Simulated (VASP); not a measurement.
# NaCl (Fm-3m) in VASP: single point with PBE

Aim: the single point of NaCl with PBE.

All numbers are computed with VASP 6.6.1; they aren't measurements. Logs are shortened: lines on timing, memory, paths and dates and some standing lists are left out, and cuts for length are marked.

## 1. The cell of the first run

It takes space group Fm-3m (No. 225, cubic). The conventional cell has a = 5.620 Å, b = 5.620 Å, c = 5.620 Å, α = 90.00°, β = 90.00°, γ = 90.00°. Within 3.7 Å of Na (site symmetry m-3m) lie 6 Cl at 2.81 Å. Within 3.7 Å of Cl (site symmetry m-3m) lie 6 Na at 2.81 Å.

## 2. Single point, PBE

File INCAR:

```
SYSTEM = NaCl
PREC = Accurate
ENCUT = 520
EDIFF = 1E-6
ISMEAR = 0
SIGMA = 0.05
LREAL = .False.
LASPH = .True.
NELM = 60
ALGO = Normal
ISIF = 2
LWAVE = .False.
LCHARG = .True.
GGA = PE
LELF = .True.
LVHAR = .True.
NBANDS = 14
```

File KPOINTS:

```
regular mesh
0
Gamma
  10 10 10
  0 0 0
```

File POSCAR:

```
NaCl
1.0
    0.0000000000      2.8100000000      2.8100000000
    2.8100000000      0.0000000000      2.8100000000
    2.8100000000      2.8100000000      0.0000000000
Na Cl
1 1
Direct
    0.0000000000      0.0000000000      0.0000000000
    0.5000000000      0.5000000000      0.5000000000
```

Potentials or basis: VASP PAW PBE potentials, release 64 (Na_pv, Cl).

Command:

```console
$ cat potpaw_PBE.64/Na_pv/POTCAR potpaw_PBE.64/Cl/POTCAR > POTCAR
$ mpirun -np 1 vasp_std > vasp.out
```

OUTCAR:

```text
SYSTEM = NaCl
   PREC = Accurate
   ENCUT = 520
   EDIFF = 1E-6
   ISMEAR = 0
   LREAL = .False.
   LASPH = .True.
   NELM = 60
   ISIF = 2
   GGA = PE

 ion  position               nearest neighbor table
   1  0.000  0.000  0.000-
   2  0.500  0.500  0.500-

  LATTYP: Found a face centered cubic cell.
 ALAT       =     5.6200000000

  Lattice vectors:

 A1 = (   0.0000000000,   2.8100000000,   2.8100000000)
 A2 = (   2.8100000000,   0.0000000000,   2.8100000000)
 A3 = (   2.8100000000,   2.8100000000,   0.0000000000)

Analysis of symmetry for initial positions (statically):
=====================================================================
 Subroutine PRICEL returns:
 Original cell was already a primitive cell.

 Routine SETGRP: Setting up the symmetry group for a
 face centered cubic supercell.

 Subroutine GETGRP returns: Found 48 space group operations
 (whereof 48 operations were pure point group operations)
 out of a pool of 48 trial point group operations.

The static configuration has the point symmetry O_h .

Analysis of symmetry for dynamics (positions and initial velocities):
=====================================================================
 Subroutine PRICEL returns:
 Original cell was already a primitive cell.

 Routine SETGRP: Setting up the symmetry group for a
 face centered cubic supercell.

 Subroutine GETGRP returns: Found 48 space group operations
 (whereof 48 operations were pure point group operations)
 out of a pool of 48 trial point group operations.

The dynamic configuration has the point symmetry O_h .

 Subroutine INISYM returns: Found 48 space group operations
 (whereof 48 operations are pure point group operations),
 and found     1 'primitive' translations

----------------------------------------------------------------------------------------

                                     Primitive cell

  volume of cell :      44.3761

  direct lattice vectors                    reciprocal lattice vectors
     0.000000000  2.810000000  2.810000000    -0.177935943  0.177935943  0.177935943
     2.810000000  0.000000000  2.810000000     0.177935943 -0.177935943  0.177935943
     2.810000000  2.810000000  0.000000000     0.177935943  0.177935943 -0.177935943

  length of vectors
     3.973940110  3.973940110  3.973940110     0.308194094  0.308194094  0.308194094

  position of ions in fractional coordinates (direct lattice)
     0.000000000  0.000000000  0.000000000
     0.500000000  0.500000000  0.500000000

  ion indices of the primitive-cell ions
   primitive index   ion index
                 1           1
                 2           2

----------------------------------------------------------------------------------------

 KPOINTS: regular mesh

Automatic generation of k-mesh.
 Grid dimensions read from file:
 generate k-points for:   10   10   10

 Generating k-lattice:

  Cartesian coordinates                     Fractional coordinates (reciprocal lattice)
    -0.017793594  0.017793594  0.017793594     0.100000000  0.000000000  0.000000000
     0.017793594 -0.017793594  0.017793594     0.000000000  0.100000000  0.000000000
     0.017793594  0.017793594 -0.017793594     0.000000000  0.000000000  0.100000000

  Length of vectors
     0.030819409  0.030819409  0.030819409

  Shift w.r.t. Gamma in fractional coordinates (k-lattice)
     0.000000000  0.000000000  0.000000000

 Subroutine IBZKPT returns following result:
 ===========================================

 Found     47 irreducible k-points:

 Following reciprocal coordinates:
            Coordinates               Weight
  0.000000  0.000000  0.000000      1.000000
  0.100000  0.000000  0.000000      8.000000
  0.200000  0.000000  0.000000      8.000000
  0.300000  0.000000  0.000000      8.000000
  0.400000  0.000000  0.000000      8.000000
  0.500000  0.000000  0.000000      4.000000
[... 16 lines left out ...]
  0.300000  0.300000  0.000000      6.000000
  0.400000  0.300000  0.000000     24.000000
 [... further k-points ...]
   k-points           NKPTS =     47   k-points in BZ     NKDIM =     47   number of bands    NBANDS=     14
   number of dos      NEDOS =    301   number of ions     NIONS =      2
   total plane-waves  NPLWV =  27000
   dimension x,y,z NGX =    30 NGY =   30 NGZ =   30
   dimension x,y,z NGXF=    60 NGYF=   60 NGZF=   60
   ions per type =               1   1
   NGX,Y,Z   is equivalent  to a cutoff of  12.55, 12.55, 12.55 a.u.
   NGXF,Y,Z  is equivalent  to a cutoff of  25.10, 25.10, 25.10 a.u.
 SYSTEM =  NaCl
   PREC   = accura    normal or accurate (medium, high low for compatibility)
   ISTART =      0    job   : 0-new  1-cont  2-samecut
   ICHARG =      2    charge: 1-file 2-atom 10-const
   ISPIN  =      1    spin polarized calculation?
   LNONCOLLINEAR =      F non collinear calculations
   LSORBIT =      F    spin-orbit coupling
   LASPH  =      T    aspherical Exc in radial PAW
   ENCUT  =  520.0 eV  38.22 Ry    6.18 a.u.   7.39  7.39  7.39*2*pi/ulx,y,z
   NELM   =     60;   NELMIN=  2; NELMDL= -5     # of ELM steps
   EDIFF  = 0.1E-05   stopping-criterion for ELM
   LREAL  =      F    real-space projection
   EDIFFG = 0.1E-04   stopping-criterion for IOM
   NSW    =      0    number of steps for IOM
   IBRION =     -1    ionic relax: 0-MD 1-quasi-New 2-CG
   NFREE  =      0    steps in history (QN), initial steepest desc. (CG)
   ISIF   =      2    stress and relaxation
   ISYM   =      2    0-nonsym 1-usesym 2-fastsym
   POTIM  = 0.5000    time-step for ionic-motion
   TEBEG  =    0.0;   TEEND  =   0.0 temperature during run
   PSTRESS=    0.0 pullay stress
   NELECT =      14.0000    total number of electrons
   NUPDOWN=      -1.0000    fix difference up-down
   EMIN   =  10.00;   EMAX   =-10.00  energy-range for DOS
   EFERMI =   0.00;   METHOD = LEGACY
   ISMEAR =     0;   SIGMA  =   0.05  broadening in eV -4-tet -1-fermi 0-gaus
   EFERMI_NEDOS =   21; number of points for ismear=-14 and -15
   IALGO  =     38    algorithm
   IMIX   =      4    mixing-type and parameters
     AMIX     =   0.40;   BMIX     =  1.00
     AMIX_MAG =   1.60;   BMIX_MAG =  1.00
  volume/ion in A,a.u.               =      22.19       149.73
  Fermi-wavevector in a.u.,A,eV,Ry     =   1.114469  2.106040 16.898985  1.242040
  Thomas-Fermi vector in A             =   2.251064
   LORBIT       =      0    0 simple, 1 ext, 2 COOP (PROOUT), +10 PAW based schemes
   GGA     = PE    functional components
   LHFCALC =     F    Hartree Fock is set to
   AEXX    =    0.0000 exact exchange contribution
   IVDW    =     0    specifies the selected vdW correction
   LEPSILON=     F    determine dielectric tensor
   LRPA    =     F    only Hartree local field effects (RPA)
 non-spin polarized calculation
 Gauss-broadening in eV      SIGMA  =   0.05
  energy-cutoff  :      520.00
  volume of cell :       44.38
 maximum number of plane-waves:      1243
 NGX is ok and might be reduce to    30
   NGX = 15   NGY = 15   NGZ = 15

 number of electron      14.0000000 magnetization

 Free energy of the ion-electron system (eV)
  ---------------------------------------------------
  ext. energy  EPLUGINS =         0.00000000
  ---------------------------------------------------
  free energy    TOTEN  =        -6.77196751 eV

  energy without entropy =       -6.77196751  energy(sigma->0) =       -6.77196751

 E-fermi :  -0.3605     XC(G=0):  -8.2119

 val. band max:       -0.6698082926   @ k =   0.0000   0.0000   0.0000
 cond. band min:       4.4787652341   @ k =   0.0000   0.0000   0.0000
 fundamental gap:      5.1485735266
 Fermi energy:        -0.3604710220

 k-point     1 :       0.0000    0.0000    0.0000
  band No.  band energies     occupation
      1     -21.4678      2.00000
      2     -21.4678      2.00000
      3     -21.4678      2.00000
      4     -13.3527      2.00000
      5      -0.6698      2.00000
      6      -0.6698      2.00000
      7      -0.6698      2.00000
      8       4.4788      0.00000
      9      10.4618      0.00000
     10      10.4618      0.00000
     11      10.4618      0.00000
     12      12.6363      0.00000
     13      12.6363      0.00000
     14      14.2601      0.00000

 k-point     2 :       0.1000    0.0000    0.0000
  band No.  band energies     occupation
      1     -21.4708      2.00000
      2     -21.4680      2.00000
      3     -21.4680      2.00000
      4     -13.3212      2.00000
      5      -0.9201      2.00000
      6      -0.6970      2.00000
      7      -0.6970      2.00000
      8       4.8119      0.00000
      9      10.0777      0.00000
     10      10.5955      0.00000
     11      10.5956      0.00000
     12      12.4449      0.00000
     13      12.4449      0.00000
     14      14.9381      0.00000

 k-point     3 :       0.2000    0.0000    0.0000
  band No.  band energies     occupation
      1     -21.4785      2.00000
      2     -21.4686      2.00000
      3     -21.4686      2.00000
      4     -13.2371      2.00000
      5      -1.4815      2.00000
      6      -0.7667      2.00000
      7      -0.7667      2.00000
      8       5.5687      0.00000
      9       9.5143      0.00000
     10      10.7848      0.00000
     11      10.7848      0.00000
     12      12.3554      0.00000
     13      12.3554      0.00000
     14      15.2759      0.00000
[... 324 lines left out ...]
 k-point    23 :       0.3000    0.3000    0.0000
  band No.  band energies     occupation
      1     -21.4837      2.00000
      2     -21.4733      2.00000
      3     -21.4733      2.00000
      4     -13.0831      2.00000
      5      -1.9734      2.00000
      6      -1.0830      2.00000
      7      -1.0830      2.00000
      8       6.8635      0.00000
      9       8.0833      0.00000
     10       9.9327      0.00000
     11      12.3423      0.00000
     12      12.3423      0.00000
     13      13.7655      0.00000
     14      18.4175      0.00000

 k-point    24 :       0.4000    0.3000    0.0000
  band No.  band energies     occupation
      1     -21.4867      2.00000
      2     -21.4750      2.00000
      3     -21.4742      2.00000
      4     -13.0233      2.00000
      5      -2.1544      2.00000
      6      -1.2281      2.00000
      7      -1.1498      2.00000
      8       7.1803      0.00000
      9       7.9400      0.00000
     10       9.8091      0.00000
     11      12.4383      0.00000
     12      13.0247      0.00000
     13      14.5742      0.00000
     14      17.3322      0.00000

 [... further k-points ...]
[... 5 lines left out ...]
  --------------------------------------------------------------------------------------
  -------------------------------------------------------------------------------------
  Total        0.2822553      0.2822553      0.2822553      0.0000000      0.0000000      0.0000000
  in kB       10.1906939     10.1906939     10.1906939      0.0000000      0.0000000      0.0000000
  external PRESSURE =      10.1906939 kB  Pullay stress =       0.0000000 kB

 VOLUME and BASIS-vectors are now :
 -----------------------------------------------------------------------------
  energy-cutoff  :      520.00
  volume of cell :       44.38
      direct lattice vectors                 reciprocal lattice vectors
     0.000000000  2.810000000  2.810000000    -0.177935943  0.177935943  0.177935943
     2.810000000  0.000000000  2.810000000     0.177935943 -0.177935943  0.177935943
     2.810000000  2.810000000  0.000000000     0.177935943  0.177935943 -0.177935943

 POSITION                                       TOTAL-FORCE (eV/Angst)
 -----------------------------------------------------------------------------------
      0.00000      0.00000      0.00000         0.000000     -0.000000      0.000000
      2.81000      2.81000      2.81000        -0.000000      0.000000     -0.000000
 -----------------------------------------------------------------------------------
    total drift:                               -0.000000      0.000000      0.000000

  FREE ENERGIE OF THE ION-ELECTRON SYSTEM (eV)
  ---------------------------------------------------
  free  energy   TOTEN  =        -6.7719675119 eV

  energy  without entropy=       -6.7719675119  energy(sigma->0) =       -6.77196751
```

It took 11 s on 1 thread of Intel Xeon 6975P-C (Granite Rapids), shared host; peak memory 0.17 GiB.

What came out:

```yaml
Free_energy: -6.7720 eV
Pressure: 1.0 GPa
Band_gap_on_the_k_mesh: 5.15 eV, direct
```

Levels at points of the mesh, in eV from the valence-band top:
```csv
k point,band 5,band 6,band 7,band 8,band 9,band 10
"(0.00, 0.00, 0.00)",0.00,0.00,0.00,5.15,11.13,11.13
"(0.50, 0.00, 0.00)",-1.96,-0.27,-0.27,7.29,10.71,11.00
"(0.50, 0.50, 0.00)",-1.69,-0.61,-0.61,7.57,8.07,11.40
```

A k mesh can miss the band edges. As with any semilocal functional, this PBE gap is likely too small.
